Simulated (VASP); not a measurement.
# Al2HCl (Pmmn) in VASP: notebook, part 2 of 2

VASP 6.6.1.

### 4 Relaxation of cell and atoms, PBE

The input, INCAR:

```
ALGO     = Normal         # electronic algorithm
EDIFF    = 1E-7           # SCF threshold, eV
EDIFFG   = -0.04          # ionic threshold
ENCUT    = 600            # plane-wave cutoff, eV
GGA      = PE             # functional
IBRION   = 2              # ionic algorithm
ISIF     = 3              # what is computed and relaxed
ISMEAR   = 0              # smearing method
LASPH    = T              # aspherical terms in the spheres
LCHARG   = F              # write CHGCAR
LREAL    = F              # projectors in reciprocal space
LWAVE    = F              # write WAVECAR
NELM     = 60             # most SCF steps
NSW      = 90             # ionic steps
PREC     = Accurate       # precision mode
SIGMA    = 0.1            # smearing width, eV
```

The input, KPOINTS:

```
k-points
0
Gamma
  6 4 4
```

The input, POSCAR:

```
Al2HCl
1.0
    2.9182018300      0.0000000000      0.0000000000
    0.0000000000      4.5232128300      0.0000000000
    0.0000000000      0.0000000000      5.0544738300
Al H Cl
4 2 2
Direct
    0.0000000000      0.7500000000      0.7500000000
    0.5000000000      0.7500000000      0.2500000000
    0.0000000000      0.2500000000      0.7500000000
    0.5000000000      0.2500000000      0.2500000000
    0.5000000000      0.5000000000      0.9166666700
    0.0000000000      0.0000000000      0.0833333300
    0.0000000000      0.5000000000      0.4166666700
    0.5000000000      0.0000000000      0.5833333300
```

The run is started by

```bash
> cat potpaw_PBE.64/Al/POTCAR potpaw_PBE.64/H/POTCAR potpaw_PBE.64/Cl/POTCAR > POTCAR
> mpirun -np 1 vasp_std > vasp.out
```

It took 46 min on 1 thread of Oxide Virtual Turin-like, shared host; peak memory 0.17 GiB.

The run converged. Its results:

```
Free energy                           : -25.8743 eV
Relaxed volume                        : 17.86 Å³/atom
Relaxed cell                          : a = 3.440 Å, b = 5.317 Å, c = 7.810 Å, α = 90.00°, β = 90.00°, γ = 90.00°
Space group after relaxing (to 0.1 Å) : Pmmn (No. 59)
Energy gained by relaxing             : 2807.0 meV/atom
Ionic steps                           : 71
Pressure after relaxing               : 0.0 GPa
Largest force after relaxing          : 0.033 eV/Å
Band gap on the k mesh                : zero (bands 14 and 15 overlap by 2.80 eV)
```

Forces in eV/Å, atoms in the order of the input:
```
Al   0.000  0.023  0.012
Al   0.000 -0.023 -0.012
Al   0.000 -0.023  0.012
Al   0.000  0.023 -0.012
H    0.000  0.000  0.033
H    0.000  0.000 -0.033
Cl   0.000  0.000  0.017
Cl   0.000  0.000 -0.017
```

Stress tensor (GPa, compression positive):
```
 0.12  0.00  0.00
 0.00 -0.02  0.00
 0.00  0.00  0.00
```

Step by step:
```
step  energy change (eV)  largest force (eV/Å)  pressure (GPa)  volume (Å³)
   1              0.0000                8.9564          127.26        66.72
   3            -20.2116                0.6827            1.74       130.16
   5            -20.3026                0.4160           -0.65       137.95
   7            -20.4570                0.2017            0.05       132.02
   9            -20.5154                0.3610           -0.24       130.46
  11            -20.2560                0.8240            0.36       124.40
  13            -20.7540                0.5674           -1.32       127.74
  15            -20.6568                0.6779            1.45       121.40
  17            -20.8580                0.5959           -0.41       124.50
  19            -20.9701                0.9111            2.54       118.33
  21            -21.0713                0.7077            1.07       120.47
  23            -21.3482                0.7502            0.02       121.09
  25            -21.5457                0.5140           -0.40       121.63
  27            -21.6618                0.1673           -0.07       120.48
  29            -21.6699                0.1139            0.02       120.30
  31            -21.6853                0.1334            0.00       120.46
  33            -21.7074                0.3105           -0.93       123.66
  35            -21.8391                0.8615            0.82       135.67
  37            -21.9721                0.5742           -0.27       133.18
  39            -21.9869                0.4487           -0.65       132.09
  41            -21.9935                0.4816           -0.50       132.60
  43            -21.9952                0.5092           -0.36       133.04
  45            -22.0135                0.4780           -0.34       133.01
  47            -22.0830                0.3496           -0.21       132.88
  49            -22.1485                0.5597            0.88       132.15
  51            -22.1871                0.3237            0.36       132.68
  53            -22.2533                0.4580           -0.46       135.19
  55            -22.2822                0.2496           -0.27       134.33
  57            -22.3102                0.6426            0.81       131.55
  59            -22.3651                0.3575            0.47       132.73
  61            -22.4101                0.1342            0.72       135.03
  63            -22.4313                0.1727           -0.13       139.10
  65            -22.4448                0.1042            0.20       140.42
  67            -22.4492                0.0694            0.18       140.90
  69            -22.4550                0.0465            0.01       142.50
  71            -22.4562                0.0329            0.03       142.87
```

Final structure:
```cif
data_structure
_symmetry_space_group_name_H-M 'P 1'
_symmetry_Int_Tables_number 1
_cell_length_a 3.4402
_cell_length_b 5.3173
_cell_length_c 7.8102
_cell_angle_alpha 90.000
_cell_angle_beta 90.000
_cell_angle_gamma 90.000
_cell_volume 142.87
loop_
_atom_site_label
_atom_site_type_symbol
_atom_site_fract_x
_atom_site_fract_y
_atom_site_fract_z
_atom_site_occupancy
Al1 Al 0.00000 0.75928 0.86189 1
Al2 Al 0.50000 0.74072 0.13811 1
Al3 Al 0.00000 0.24072 0.86189 1
Al4 Al 0.50000 0.25928 0.13811 1
H1 H 0.50000 0.50000 0.90559 1
H2 H 0.00000 0.00000 0.09441 1
Cl1 Cl 0.00000 0.50000 0.61372 1
Cl2 Cl 0.50000 0.00000 0.38628 1
```

Levels at points of the mesh, in eV from the Fermi level:
| k point | band 12 | band 13 | band 14 | band 15 | band 16 | band 17 |
| --- | --- | --- | --- | --- | --- | --- |
| (0.00, 0.00, 0.00) | -2.86 | -1.80 | 1.17 | 1.55 | 2.19 | 2.49 |
| (0.50, 0.00, 0.00) | -1.94 | -1.50 | -1.50 | -1.04 | -1.04 | 2.16 |
| (0.00, 0.50, 0.00) | -2.59 | 0.75 | 0.75 | 2.41 | 2.41 | 3.28 |
| (0.50, 0.50, 0.00) | -3.59 | -1.33 | -1.33 | 0.94 | 0.94 | 3.62 |
| (0.00, 0.00, 0.50) | -2.94 | -1.97 | 0.95 | 2.17 | 2.53 | 2.78 |
| (0.50, 0.00, 0.50) | -1.64 | -1.40 | -1.40 | -1.09 | -1.09 | 1.67 |
| (0.00, 0.50, 0.50) | -2.45 | 0.78 | 0.78 | 2.55 | 2.55 | 3.23 |
| (0.50, 0.50, 0.50) | -3.37 | -1.43 | -1.43 | 0.28 | 0.28 | 3.42 |

Caveat: the volume moved by over 15 % at a fixed basis, so the end points are rough.

### 5 Single point, PBE

This run uses another cell than the first one, of 20.23 Å³/atom.

The input, INCAR:

```
SYSTEM = Al2HCl
  PREC = Accurate
  ENCUT = 520
  EDIFF = 1E-6
  ISMEAR = 0
  SIGMA = 0.1
  LREAL = .False.
  LASPH = .True.
  NELM = 60
  ALGO = Normal
  ISIF = 2
  LWAVE = .False.
  LCHARG = .False.
  GGA = PE
  NBANDS = 24
```

The input, KPOINTS:

```
regular mesh
0
Gamma
  12 8 4
  0 0 0
```

The input, POSCAR:

```
Al2HCl
1.0
    3.3991919781      0.0000000000      0.0000000000
    0.0000000000      5.3156737529      0.0000000000
    0.0000000000      0.0000000000      8.9589534391
Al H Cl
4 2 2
Direct
    0.0000000000      0.7594039198      0.8787957912
    0.5000000000      0.7405960802      0.1212042088
    0.0000000000      0.2405960802      0.8787957912
    0.5000000000      0.2594039198      0.1212042088
    0.5000000000      0.5000000000      0.9196006152
    0.0000000000      0.0000000000      0.0803993848
    0.0000000000      0.5000000000      0.6619400391
    0.5000000000      0.0000000000      0.3380599609
```

The run is started by

```bash
> cat potpaw_PBE.64/Al/POTCAR potpaw_PBE.64/H/POTCAR potpaw_PBE.64/Cl/POTCAR > POTCAR
> mpirun -np 1 vasp_std > vasp.out
```

It took 9.3 min on 1 thread of Oxide Virtual Turin-like, shared host; peak memory 0.46 GiB.

The run converged. Its results:

| Quantity | Value |
| --- | --- |
| Free energy | -26.0603 eV |
| Pressure | -0.1 GPa |
| Largest force | 0.013 eV/Å |
| Band gap on the k mesh | zero (bands 14 and 15 overlap by 2.76 eV) |

Forces on the atoms (eV/Å):
```
Al   0.000 -0.010 -0.007
Al   0.000  0.010  0.007
Al   0.000  0.010 -0.007
Al   0.000 -0.010  0.007
H    0.000  0.000  0.001
H    0.000  0.000 -0.001
Cl   0.000  0.000  0.013
Cl   0.000  0.000 -0.013
```

Levels at points of the mesh, in eV from the Fermi level:
| k point | band 10 | band 11 | band 12 | band 13 | band 14 | band 15 | band 16 | band 17 | band 18 | band 19 |
| --- | --- | --- | --- | --- | --- | --- | --- | --- | --- | --- |
| (0.00, 0.00, 0.00) | -3.48 | -3.34 | -3.27 | -2.31 | 0.70 | 1.24 | 2.05 | 2.41 | 2.97 | 3.94 |
| (0.50, 0.00, 0.00) | -4.95 | -2.18 | -2.18 | -1.79 | -1.79 | -1.39 | -1.39 | 1.57 | 1.57 | 2.74 |
| (0.00, 0.50, 0.00) | -3.30 | -2.98 | -2.98 | 0.39 | 0.39 | 2.04 | 2.04 | 3.13 | 3.13 | 3.45 |
| (0.50, 0.50, 0.00) | -4.98 | -3.82 | -3.82 | -1.68 | -1.68 | 0.31 | 0.31 | 3.26 | 3.26 | 3.75 |
| (0.00, 0.00, 0.50) | -3.82 | -3.33 | -3.29 | -2.34 | 0.56 | 1.84 | 2.05 | 2.55 | 2.83 | 4.23 |
| (0.50, 0.00, 0.50) | -5.10 | -2.06 | -2.06 | -1.78 | -1.78 | -1.40 | -1.40 | 1.48 | 1.48 | 2.86 |
| (0.00, 0.50, 0.50) | -3.30 | -2.83 | -2.83 | 0.40 | 0.40 | 2.10 | 2.10 | 3.13 | 3.13 | 3.54 |
| (0.50, 0.50, 0.50) | -4.83 | -3.78 | -3.78 | -1.74 | -1.74 | 0.13 | 0.13 | 3.20 | 3.20 | 3.80 |

Caveat: this functional lacks dispersion, which binds the layers, so the pressure and a relaxed spacing across them are unreliable.

### 6 Single point, PBE

This run uses another cell than the first one, of 20.23 Å³/atom.

The input, INCAR:

```
SYSTEM = Al2HCl
  ALGO = Normal
  EDIFF = 1E-6
  ENCUT = 520
  GGA = PE
  ISIF = 2
  ISMEAR = 0
  LASPH = .TRUE.
  LCHARG = .TRUE.
  LELF = .TRUE.
  LREAL = .FALSE.
  LVHAR = .TRUE.
  LWAVE = .FALSE.
  NBANDS = 24
  NELM = 60
  PREC = Accurate
  SIGMA = 0.1
```

The input, KPOINTS:

```
k-points
0
G
  12 8 6
  0 0 0
```

POSCAR is that of step 5.

Potentials or basis: VASP PAW PBE potentials, release 64 (Al, H, Cl).

The run is started by

```bash
> cat potpaw_PBE.64/Al/POTCAR potpaw_PBE.64/H/POTCAR potpaw_PBE.64/Cl/POTCAR > POTCAR
> mpirun -np 1 vasp_std > vasp.out
```

OUTCAR:

```text
SYSTEM = Al2HCl
   EDIFF = 1E-6
   ENCUT = 520
   GGA = PE
   ISIF = 2
   ISMEAR = 0
   LASPH = .TRUE.
   LREAL = .FALSE.
   NELM = 60
   PREC = Accurate

 ion  position               nearest neighbor table
   1  0.000  0.759  0.879-   7 2.38   3 2.56   3 2.76   2 2.76   2 2.76
   2  0.500  0.741  0.121-   8 2.38   4 2.56   4 2.76   1 2.76   1 2.76
   3  0.000  0.241  0.879-   7 2.38   1 2.56   1 2.76   4 2.76   4 2.76
   4  0.500  0.259  0.121-   8 2.38   2 2.56   2 2.76   3 2.76   3 2.76
   5  0.500  0.500  0.920-
   6  0.000  0.000  0.080-
   7  0.000  0.500  0.662-   1 2.38   3 2.38
   8  0.500  0.000  0.338-   2 2.38   4 2.38

  LATTYP: Found a simple orthorhombic cell.
 ALAT       =     3.3991919781
 B/A-ratio  =     1.5638051005
 C/A-ratio  =     2.6356126682

  Lattice vectors:

 A1 = (   3.3991919781,   0.0000000000,   0.0000000000)
 A2 = (   0.0000000000,   5.3156737529,   0.0000000000)
 A3 = (   0.0000000000,   0.0000000000,   8.9589534391)

Analysis of symmetry for initial positions (statically):
=====================================================================
[... 193 lines left out ...]

 k-point     1 :       0.0000    0.0000    0.0000
  band No.  band energies     occupation
      1     -13.2974      2.00000
      2     -13.2302      2.00000
      3      -6.9044      2.00000
      4      -4.2239      2.00000
      5      -2.5025      2.00000
      6      -2.1579      2.00000
[... 637 lines left out ...]
     23       9.0304      0.00000
     24       9.5935      0.00000

 [... further k-points ...]

------------------------ aborting loop because EDIFF is reached ----------------------------------------

  FORCE on cell =-STRESS in cart. coord.  units (eV):
  Direction    XX          YY          ZZ          XY          YZ          ZX
  --------------------------------------------------------------------------------------
  -------------------------------------------------------------------------------------
  Total       -0.0638443     -0.0993943     -0.0907421      0.0000000      0.0000000      0.0000000
  in kB       -0.6318895     -0.9837414     -0.8981066      0.0000000      0.0000000      0.0000000
  external PRESSURE =      -0.8379125 kB  Pullay stress =       0.0000000 kB

 VOLUME and BASIS-vectors are now :
 -----------------------------------------------------------------------------
  energy-cutoff  :      520.00
  volume of cell :      161.88
      direct lattice vectors                 reciprocal lattice vectors
     3.399191978  0.000000000  0.000000000     0.294187562  0.000000000  0.000000000
     0.000000000  5.315673753  0.000000000     0.000000000  0.188122907  0.000000000
     0.000000000  0.000000000  8.958953439     0.000000000  0.000000000  0.111620181

 POSITION                                       TOTAL-FORCE (eV/Angst)
 -----------------------------------------------------------------------------------
      0.00000      4.03674      7.87309         0.000000     -0.009814     -0.006639
      1.69960      3.93677      1.08586         0.000000      0.009814      0.006639
      0.00000      1.27893      7.87309        -0.000000      0.009814     -0.006639
      1.69960      1.37891      1.08586         0.000000     -0.009814      0.006639
      1.69960      2.65784      8.23866         0.000000      0.000000      0.001263
      0.00000      0.00000      0.72029         0.000000      0.000000     -0.001263
      0.00000      2.65784      5.93029         0.000000      0.000000      0.013177
      1.69960      0.00000      3.02866         0.000000      0.000000     -0.013177
 -----------------------------------------------------------------------------------
    total drift:                                0.000000      0.000000      0.000000

  FREE ENERGIE OF THE ION-ELECTRON SYSTEM (eV)
  ---------------------------------------------------
  free  energy   TOTEN  =       -26.0603238259 eV

  energy  without entropy=      -26.0582689067  energy(sigma->0) =      -26.05929637
```

stdout:

```text
POSCAR found type information on POSCAR AlH Cl
 POSCAR found :  3 types and       8 ions
 scaLAPACK will be used
 LDA part: xc-table for (Slater+PW92), standard interpolation
 POSCAR, INCAR and KPOINTS ok, starting setup
 FFT: planning ... GRIDC
 FFT: planning ... GRID_SOFT
 FFT: planning ... GRID
 WAVECAR not read
 entering main loop
```

It took 12 min on 1 thread of Oxide Virtual Turin-like, shared host; peak memory 0.54 GiB.

What came out:

| Quantity | Value |
| --- | --- |
| Free energy | -26.0603 eV |
| Pressure | -0.1 GPa |
| Largest force | 0.013 eV/Å |
| Band gap on the k mesh | zero (bands 14 and 15 overlap by 2.76 eV) |

Forces on the atoms (eV/Å):
```
Al   0.000 -0.010 -0.007
Al   0.000  0.010  0.007
Al   0.000  0.010 -0.007
Al   0.000 -0.010  0.007
H    0.000  0.000  0.001
H    0.000  0.000 -0.001
Cl   0.000  0.000  0.013
Cl   0.000  0.000 -0.013
```

Levels at points of the mesh, in eV from the Fermi level:
```
           k point  band 12  band 13  band 14  band 15  band 16  band 17
(0.00, 0.00, 0.00)    -3.27    -2.31     0.70     1.24     2.05     2.41
(0.50, 0.00, 0.00)    -2.18    -1.79    -1.79    -1.39    -1.39     1.57
(0.00, 0.50, 0.00)    -2.99     0.39     0.39     2.04     2.04     3.13
(0.50, 0.50, 0.00)    -3.82    -1.68    -1.68     0.31     0.31     3.26
(0.00, 0.00, 0.50)    -3.29    -2.34     0.56     1.84     2.05     2.55
(0.50, 0.00, 0.50)    -2.06    -1.78    -1.78    -1.40    -1.40     1.48
(0.00, 0.50, 0.50)    -2.83     0.40     0.40     2.10     2.10     3.13
(0.50, 0.50, 0.50)    -3.78    -1.74    -1.74     0.13     0.13     3.20
```

Caveat: this functional lacks dispersion, which binds the layers, so the pressure and a relaxed spacing across them are unreliable.

### 7 Overview

```tsv
task	cell	k mesh	cutoff (eV)	gap on the mesh (eV)	pressure (GPa)	largest force (eV/Å)
single point	a = 2.918, b = 4.523, c = 5.054 Å, 8 atoms, atomic positions A	6 × 4 × 4	520	none	127.2	8.96
single point	a = 3.446, b = 5.309, c = 8.345 Å, 8 atoms, atomic positions B	6 × 4 × 4	520	none	0.0	0.02
relaxation of cell and atoms	relaxed from a = 2.918, b = 4.523, c = 5.054 Å, 8 atoms, atomic positions A	6 × 4 × 4	600	none	0.0	0.03
single point	a = 3.399, b = 5.316, c = 8.959 Å, 8 atoms, atomic positions C	12 × 8 × 4	520	none	-0.1	0.01
single point	a = 3.399, b = 5.316, c = 8.959 Å, 8 atoms, atomic positions C	12 × 8 × 6	520	none	-0.1	0.01
```

Alike in all rows: level PBE; potentials or basis VASP PAW PBE potentials, release 64 (Al, H, Cl); no spin polarisation; smearing gaussian 0.1 eV.

Caveats: this functional lacks dispersion, which binds the layers, so the pressure and a relaxed spacing across them are unreliable (at least some runs); the cell stands under pressure (at least some runs); forces of over 1 eV/Å act on the atoms, so gaps and moduli don't describe the material at rest (at least some runs); the volume moved by over 15 % at a fixed basis, so the end points are rough (at least some runs).

Absolute energies hang on the potentials; compare differences alone.
